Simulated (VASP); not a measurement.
SiO2 (Cristobalite), 12 atoms in the cell. The structure is tetragonal, space group P4_12_12 (No. 92). Conventional cell: a = 4.988 Å, b = 4.988 Å, c = 6.970 Å, α = 90.00°, β = 90.00°, γ = 90.00°. Si (site symmetry 2) has 4 O at 1.63 Å within 2.2 Å. Within 2.2 Å of O (site symmetry 1) lie 2 Si at 1.63 Å. 

```yaml
Program: VASP 6.6.1
Task: electric field gradients
Functional: r2SCAN
Potentials_or_basis: VASP PAW PBE potentials, release 64 (Si, O)
Cutoff: 520 eV
k_mesh: 5 × 5 × 4
Occupations: fermi-dirac, width 0.02 eV
Spin: no spin polarisation
Dipole_correction: no
Further_INCAR_settings: ALGO = Normal; EDIFF = 1e-08; NBANDS = 44
```

Potentials or basis: VASP PAW PBE potentials, release 64 (Si, O).

The run is started by

```sh
$ cat potpaw_PBE.64/Si/POTCAR potpaw_PBE.64/O/POTCAR > POTCAR
$ cp INCAR.step1 INCAR
$ mpirun -np 1 vasp_std > vasp.out
$ cp INCAR.step2 INCAR
$ mpirun -np 1 vasp_std > vasp.out
```

Hardware: 1 thread of Intel(R) Xeon(R) 6975P-C (Granite Rapids) (shared host).

Estimate the wall time of this run.

Run time: 5.7 min on 1 thread of Intel(R) Xeon(R) 6975P-C (Granite Rapids), with other jobs on the host, peak memory 0.35 GiB. Counts: k points 18.
